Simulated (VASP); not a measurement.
# Na (Im-3m) in VASP: a series of runs

Na is run at these levels: LDA; tasks: single point.

Program: VASP 6.6.1. These are calculated values, not measurements. Logs are shortened: lines on timing, memory, paths and dates and some standing lists are left out, and cuts for length are marked.

**1. The cell of the first run**

The structure is cubic, space group Im-3m (No. 229). Conventional cell: a = 4.111 Å, b = 4.111 Å, c = 4.111 Å, α = 90.00°, β = 90.00°, γ = 90.00°. Na (site symmetry m-3m) has 14 Na at 3.56 to 4.11 Å within 4.7 Å.

**2. Single point, LDA (volume scaled by 1.04)**

INCAR reads:

```
SYSTEM = Na
ALGO = Normal ; EDIFF = 1E-7
ENCUT = 520 ; ISIF = 2
ISMEAR = -1 ; LASPH = .TRUE.
LCHARG = .FALSE. ; LREAL = .FALSE.
LWAVE = .FALSE. ; NBANDS = 10
NELM = 100 ; PREC = Accurate
SIGMA = 0.1
```

KPOINTS reads:

```
k-points
0
G
  18 18 18
  0 0 0
```

POSCAR reads:

```
Na
1.0
   -2.0554122200      2.0554122200      2.0554122200
    2.0554122200     -2.0554122200      2.0554122200
    2.0554122200      2.0554122200     -2.0554122200
Na
1
Direct
    0.0000000000      0.0000000000      0.0000000000
```

Potentials or basis: VASP PAW LDA potentials, release 64 (Na_pv).

Started as:

```console
$ cat potpaw_LDA.64/Na_pv/POTCAR > POTCAR
$ mpirun -np 1 vasp_std > vasp.out
```

OUTCAR:

```text
SYSTEM = Na
   EDIFF = 1E-7
   ENCUT = 520
   ISIF = 2
   ISMEAR = -1
   LASPH = .TRUE.
   LREAL = .FALSE.
   NELM = 100
   PREC = Accurate

 ion  position               nearest neighbor table
   1  0.000  0.000  0.000-

  LATTYP: Found a body centered cubic cell.
 ALAT       =     4.1108244400

  Lattice vectors:

 A1 = (  -2.0554122200,   2.0554122200,   2.0554122200)
 A2 = (   2.0554122200,  -2.0554122200,   2.0554122200)
 A3 = (   2.0554122200,   2.0554122200,  -2.0554122200)

Analysis of symmetry for initial positions (statically):
=====================================================================
 Subroutine PRICEL returns:
 Original cell was already a primitive cell.

 Routine SETGRP: Setting up the symmetry group for a
 body centered cubic supercell.

 Subroutine GETGRP returns: Found 48 space group operations
 (whereof 48 operations were pure point group operations)
 out of a pool of 48 trial point group operations.

The static configuration has the point symmetry O_h .

Analysis of symmetry for dynamics (positions and initial velocities):
=====================================================================
 Subroutine PRICEL returns:
 Original cell was already a primitive cell.

 Routine SETGRP: Setting up the symmetry group for a
 body centered cubic supercell.

 Subroutine GETGRP returns: Found 48 space group operations
 (whereof 48 operations were pure point group operations)
 out of a pool of 48 trial point group operations.

The dynamic configuration has the point symmetry O_h .

 Subroutine INISYM returns: Found 48 space group operations
 (whereof 48 operations are pure point group operations),
 and found     1 'primitive' translations

----------------------------------------------------------------------------------------

                                     Primitive cell

  volume of cell :      34.7342

  direct lattice vectors                    reciprocal lattice vectors
    -2.055412220  2.055412220  2.055412220     0.000000000  0.243260206  0.243260206
     2.055412220 -2.055412220  2.055412220     0.243260206  0.000000000  0.243260206
     2.055412220  2.055412220 -2.055412220     0.243260206  0.243260206  0.000000000

  length of vectors
     3.560078396  3.560078396  3.560078396     0.344021882  0.344021882  0.344021882

  position of ions in fractional coordinates (direct lattice)
     0.000000000  0.000000000  0.000000000

  ion indices of the primitive-cell ions
   primitive index   ion index
                 1           1

----------------------------------------------------------------------------------------

 KPOINTS: k-points

Automatic generation of k-mesh.
 Grid dimensions read from file:
 generate k-points for:   18   18   18

 Generating k-lattice:

  Cartesian coordinates                     Fractional coordinates (reciprocal lattice)
     0.000000000  0.013514456  0.013514456     0.055555556  0.000000000  0.000000000
     0.013514456  0.000000000  0.013514456     0.000000000  0.055555556  0.000000000
     0.013514456  0.013514456  0.000000000     0.000000000  0.000000000  0.055555556

  Length of vectors
     0.019112327  0.019112327  0.019112327

  Shift w.r.t. Gamma in fractional coordinates (k-lattice)
     0.000000000  0.000000000  0.000000000

 Subroutine IBZKPT returns following result:
 ===========================================

 Found    195 irreducible k-points:

 Following reciprocal coordinates:
            Coordinates               Weight
  0.000000  0.000000  0.000000      1.000000
  0.055556  0.000000  0.000000     12.000000
  0.111111  0.000000  0.000000     12.000000
  0.166667  0.000000  0.000000     12.000000
  0.222222  0.000000  0.000000     12.000000
  0.277778  0.000000  0.000000     12.000000
[... 16 lines left out ...]
  0.333333  0.111111  0.000000     48.000000
  0.388889  0.111111  0.000000     48.000000
 [... further k-points ...]
   k-points           NKPTS =    195   k-points in BZ     NKDIM =    195   number of bands    NBANDS=     10
   number of dos      NEDOS =    301   number of ions     NIONS =      1
   total plane-waves  NPLWV =  21952
   dimension x,y,z NGX =    28 NGY =   28 NGZ =   28
   dimension x,y,z NGXF=    56 NGYF=   56 NGZF=   56
   ions per type =               1
   NGX,Y,Z   is equivalent  to a cutoff of  13.08, 13.08, 13.08 a.u.
   NGXF,Y,Z  is equivalent  to a cutoff of  26.15, 26.15, 26.15 a.u.
 SYSTEM =  Na
   PREC   = accura    normal or accurate (medium, high low for compatibility)
   ISTART =      0    job   : 0-new  1-cont  2-samecut
   ICHARG =      2    charge: 1-file 2-atom 10-const
   ISPIN  =      1    spin polarized calculation?
   LNONCOLLINEAR =      F non collinear calculations
   LSORBIT =      F    spin-orbit coupling
   LASPH  =      T    aspherical Exc in radial PAW
   ENCUT  =  520.0 eV  38.22 Ry    6.18 a.u.   6.62  6.62  6.62*2*pi/ulx,y,z
   NELM   =    100;   NELMIN=  2; NELMDL= -5     # of ELM steps
   EDIFF  = 0.1E-06   stopping-criterion for ELM
   LREAL  =      F    real-space projection
   EDIFFG = 0.1E-05   stopping-criterion for IOM
   NSW    =      0    number of steps for IOM
   IBRION =     -1    ionic relax: 0-MD 1-quasi-New 2-CG
   NFREE  =      0    steps in history (QN), initial steepest desc. (CG)
   ISIF   =      2    stress and relaxation
   ISYM   =      2    0-nonsym 1-usesym 2-fastsym
   POTIM  = 0.5000    time-step for ionic-motion
   TEBEG  =    0.0;   TEEND  =   0.0 temperature during run
   PSTRESS=    0.0 pullay stress
   NELECT =       7.0000    total number of electrons
   NUPDOWN=      -1.0000    fix difference up-down
   EMIN   =  10.00;   EMAX   =-10.00  energy-range for DOS
   EFERMI =   0.00;   METHOD = LEGACY
   ISMEAR =    -1;   SIGMA  =   0.10  broadening in eV -4-tet -1-fermi 0-gaus
   EFERMI_NEDOS =   21; number of points for ismear=-14 and -15
   IALGO  =     38    algorithm
   IMIX   =      4    mixing-type and parameters
     AMIX     =   0.40;   BMIX     =  1.00
     AMIX_MAG =   1.60;   BMIX_MAG =  1.00
  volume/ion in A,a.u.               =      34.73       234.40
  Fermi-wavevector in a.u.,A,eV,Ry     =   0.959817  1.813792 12.534357  0.921249
  Thomas-Fermi vector in A             =   2.089047
   LORBIT       =      0    0 simple, 1 ext, 2 COOP (PROOUT), +10 PAW based schemes
   GGA     = CA    functional components
   LHFCALC =     F    Hartree Fock is set to
   AEXX    =    0.0000 exact exchange contribution
   IVDW    =     0    specifies the selected vdW correction
   LEPSILON=     F    determine dielectric tensor
   LRPA    =     F    only Hartree local field effects (RPA)
 non-spin polarized calculation
  energy-cutoff  :      520.00
  volume of cell :       34.73
 maximum number of plane-waves:       959
   NGX = 13   NGY = 13   NGZ = 13

 number of electron       7.0000000 magnetization

 Free energy of the ion-electron system (eV)
  ---------------------------------------------------
  ext. energy  EPLUGINS =         0.00000000
  ---------------------------------------------------
  free energy    TOTEN  =        -1.46021943 eV

  energy without entropy =       -1.44549727  energy(sigma->0) =       -1.45285835

 E-fermi :   0.3487     XC(G=0):  -6.9132

 val. band max:        0.2847242780   @ k =  -0.3333   0.3333   0.2778
 cond. band min:       0.3873513049   @ k =   0.3333   0.1667  -0.0000
 fundamental gap:      0.1026270269
 Fermi energy:         0.3487142795

 k-point     1 :       0.0000    0.0000    0.0000
  band No.  band energies     occupation
      1     -24.5467      2.00000
      2     -24.5467      2.00000
      3     -24.5467      2.00000
      4      -3.0753      2.00000
      5      12.4079      0.00000
      6      12.4079      0.00000
      7      12.4079      0.00000
      8      13.5522      0.00000
      9      13.5522      0.00000
     10      14.2381      0.00000

 k-point     2 :       0.0556    0.0000    0.0000
  band No.  band energies     occupation
      1     -24.5481      2.00000
      2     -24.5472      2.00000
      3     -24.5467      2.00000
      4      -3.0183      2.00000
      5      11.6428      0.00000
      6      12.0314      0.00000
      7      12.1809      0.00000
      8      13.0233      0.00000
      9      13.0638      0.00000
     10      14.4398      0.00000

 k-point     3 :       0.1111    0.0000    0.0000
  band No.  band energies     occupation
      1     -24.5521      2.00000
      2     -24.5485      2.00000
      3     -24.5467      2.00000
      4      -2.8477      2.00000
      5      10.1804      0.00000
      6      11.3651      0.00000
      7      11.7221      0.00000
      8      12.3301      0.00000
      9      12.8369      0.00000
     10      14.4731      0.00000

 k-point     4 :       0.1667    0.0000    0.0000
  band No.  band energies     occupation
      1     -24.5583      2.00000
      2     -24.5505      2.00000
      3     -24.5467      2.00000
      4      -2.5648      2.00000
      5       8.6919      0.00000
      6      10.7145      0.00000
      7      11.2447      0.00000
      8      11.7114      0.00000
      9      12.5567      0.00000
     10      14.6316      0.00000
[... 222 lines left out ...]
 k-point    22 :       0.2778    0.1111    0.0000
  band No.  band energies     occupation
      1     -24.5812      2.00000
      2     -24.5589      2.00000
      3     -24.5486      2.00000
      4      -0.9011      1.99999
      5       4.7857      0.00000
      6       7.5644      0.00000
      7       9.6566      0.00000
      8      11.3608      0.00000
      9      13.2257      0.00000
     10      14.5394      0.00000

 k-point    23 :       0.3333    0.1111    0.0000
  band No.  band energies     occupation
      1     -24.5863      2.00000
      2     -24.5614      2.00000
      3     -24.5486      2.00000
      4      -0.1979      1.99158
      5       3.6209      0.00000
      6       7.3050      0.00000
      7       9.4205      0.00000
      8      11.1296      0.00000
      9      13.0952      0.00000
     10      15.0216      0.00000

 k-point    24 :       0.3889    0.1111    0.0000
  band No.  band energies     occupation
      1     -24.5895      2.00000
      2     -24.5630      2.00000
      3     -24.5486      2.00000
      4       0.5948      0.15726
      5       2.5505      0.00000
      6       7.1499      0.00000
      7       9.2776      0.00000
      8      10.9878      0.00000
      9      12.9912      0.00000
     10      15.5912      0.00000

 [... further k-points ...]
[... 5 lines left out ...]
  --------------------------------------------------------------------------------------
  -------------------------------------------------------------------------------------
  Total       -0.0785229     -0.0785229     -0.0785229      0.0000000     -0.0000000      0.0000000
  in kB       -3.6220140     -3.6220140     -3.6220140      0.0000000     -0.0000000      0.0000000
  external PRESSURE =      -3.6220140 kB  Pullay stress =       0.0000000 kB

 VOLUME and BASIS-vectors are now :
 -----------------------------------------------------------------------------
  energy-cutoff  :      520.00
  volume of cell :       34.73
      direct lattice vectors                 reciprocal lattice vectors
    -2.055412220  2.055412220  2.055412220     0.000000000  0.243260206  0.243260206
     2.055412220 -2.055412220  2.055412220     0.243260206  0.000000000  0.243260206
     2.055412220  2.055412220 -2.055412220     0.243260206  0.243260206  0.000000000

 POSITION                                       TOTAL-FORCE (eV/Angst)
 -----------------------------------------------------------------------------------
      0.00000      0.00000      0.00000         0.000000     -0.000000      0.000000
 -----------------------------------------------------------------------------------
    total drift:                               -0.000000     -0.000000     -0.000000

  FREE ENERGIE OF THE ION-ELECTRON SYSTEM (eV)
  ---------------------------------------------------
  free  energy   TOTEN  =        -1.4602194250 eV

  energy  without entropy=       -1.4454972653  energy(sigma->0) =       -1.45285835
```

It took 36 s on 1 thread of Intel Xeon Platinum 8259CL at 2.50GHz (Skylake/Cascade Lake), shared host; peak memory 0.17 GiB.

Results:

- Free energy: -1.4602 eV
- Pressure: -0.4 GPa

Levels at points of the mesh, in eV from the Fermi level:
```
           k point  band 1  band 2  band 3  band 4  band 5  band 6  band 7
(0.00, 0.00, 0.00)  -24.90  -24.90  -24.90   -3.42   12.06   12.06   12.06
(0.50, 0.00, 0.00)  -24.94  -24.91  -24.90    0.79    1.25    8.47    9.47
(0.50, 0.50, 0.50)  -24.93  -24.93  -24.93    4.69    4.69    5.07    5.07
```

**3. Single point, LDA (volume scaled by 1.08)**

INCAR reads:

```
PREC = Accurate
ENCUT = 520
EDIFF = 1E-6
ISMEAR = -1
SIGMA = 0.1
LREAL = False
LASPH = True
NELM = 60
ALGO = Normal
ISIF = 2
LWAVE = False
LCHARG = False
GGA = CA
NBANDS = 10
```

KPOINTS reads:

```
regular mesh
0
Gamma
  18 18 18
```

POSCAR reads:

```
Na
1.0
   -2.0814328585      2.0814328585      2.0814328585
    2.0814328585     -2.0814328585      2.0814328585
    2.0814328585      2.0814328585     -2.0814328585
Na
1
Direct
    0.0000000000      0.0000000000      0.0000000000
```

Potentials or basis: VASP PAW LDA potentials, release 64 (Na_pv).

Started as:

```console
$ cat potpaw_LDA.64/Na_pv/POTCAR > POTCAR
$ mpirun -np 1 vasp_std > vasp.out
```

Run time: 42 s. Hardware: 1 thread of Intel Xeon Platinum 8259CL at 2.50GHz (Skylake/Cascade Lake), shared host; peak memory 0.17 GiB.

The run converged. Its results:

```
Free energy : -1.4561 eV
Pressure    : -0.6 GPa
```

Levels at points of the mesh, in eV from the Fermi level:
```csv
k point,band 1,band 2,band 3,band 4,band 5,band 6
"(0.00, 0.00, 0.00)",-24.92,-24.92,-24.92,-3.34,11.82,11.82
"(0.50, 0.00, 0.00)",-24.96,-24.94,-24.92,0.78,1.21,8.31
"(0.50, 0.50, 0.50)",-24.95,-24.95,-24.95,4.63,4.63,4.94
```

**4. Single point, LDA (volume scaled by 1.12)**

INCAR reads:

```
ALGO     = Normal         # electronic algorithm
EDIFF    = 1E-7           # SCF threshold, eV
ENCUT    = 520            # plane-wave cutoff, eV
GGA      = CA             # functional
ISIF     = 2              # what is computed and relaxed
ISMEAR   = -1             # smearing method
LASPH    = True           # aspherical terms in the spheres
LCHARG   = True           # write CHGCAR
LELF     = True           # ELF
LREAL    = False          # projectors in reciprocal space
LVHAR    = True         
LWAVE    = False          # write WAVECAR
NBANDS   = 10             # bands
NELM     = 80             # most SCF steps
PREC     = Accurate       # precision mode
SIGMA    = 0.1            # smearing width, eV
```

KPOINTS reads:

```
k-points
0
Gamma
  18 18 18
```

POSCAR reads:

```
Na
1.0
   -2.1068186879      2.1068186879      2.1068186879
    2.1068186879     -2.1068186879      2.1068186879
    2.1068186879      2.1068186879     -2.1068186879
Na
1
Direct
    0.0000000000      0.0000000000      0.0000000000
```

Started as:

```console
$ cat potpaw_LDA.64/Na_pv/POTCAR > POTCAR
$ mpirun -np 1 vasp_std > vasp.out
```

Wall time 40 s (1 thread of Intel Xeon Platinum 8259CL at 2.50GHz (Skylake/Cascade Lake), shared host); peak memory 0.18 GiB.

The run converged. Its results:

```
Free energy : -1.4499 eV
Pressure    : -0.9 GPa
```

Levels at points of the mesh, in eV from the Fermi level:
```csv
k point,band 1,band 2,band 3,band 4,band 5,band 6
"(0.00, 0.00, 0.00)",-24.95,-24.95,-24.95,-3.26,11.58,11.58
"(0.50, 0.00, 0.00)",-24.99,-24.96,-24.95,0.78,1.17,8.16
"(0.50, 0.50, 0.50)",-24.98,-24.98,-24.98,4.57,4.57,4.82
```

**5. Summary**

```tsv
cell	gap on the mesh (eV)	pressure (GPa)
a = 3.560 Å, angles 109.5°, 1 atom	none	-0.4
a = 3.605 Å, angles 109.5°, 1 atom	none	-0.6
a = 3.649 Å, angles 109.5°, 1 atom	none	-0.9
```

Alike in all rows: task single point; level LDA; potentials or basis VASP PAW LDA potentials, release 64 (Na_pv); no spin polarisation; k mesh 18 × 18 × 18; cutoff (eV) 520; smearing fermi-dirac 0.1 eV.

Total energies depend on the potentials used, so only differences within one code and one set of settings carry meaning.
